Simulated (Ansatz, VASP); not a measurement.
Two plane-wave programs on SiMo3

```xyz
4
Lattice="2.4600 -5.0862 0.0000 2.4600 5.0862 0.0000 0.0000 0.0000 2.6264" Properties=species:S:1:pos:R:3 pbc="T T T"
Si    2.4600    0.0000    1.3132
Mo    2.4600   -2.4578    1.3132
Mo    2.4600    2.4578    1.3132
Mo    0.0000    0.0000    0.0000
```

Alike in both runs: functional PBE; k mesh 5 × 5 × 6; occupations gaussian, width 0.2 eV; no spin polarisation.

Ansatz relaxed the structure, and its values are those at the end. VASP's run is a single point on that final structure, the one shown.

|  | VASP | Ansatz |
| --- | --- | --- |
| version | VASP 6.6.1 | Ansatz 0.2.0 |
| potentials or method | VASP PAW PBE potentials, release 64 (Si, Mo_sv), cutoff 500 eV | scalar-relativistic, plane waves, PAW |
| valence electrons in the cell | 46 | 46 |

|  | VASP | Ansatz | Ansatz less VASP |
| --- | --- | --- | --- |
| gap on the k mesh at the Fermi level (eV) | none | none | - |
| pressure (GPa) | 0.3 | -0.1 | -0.36 |
| rms of the force components (eV/Å) | 0.016 | 0.015 | -0.0009 |

A gap of «none» marks a metal or a gap that the smearing closes.

The k mesh is coarse, so the values compare programs but aren't converged.
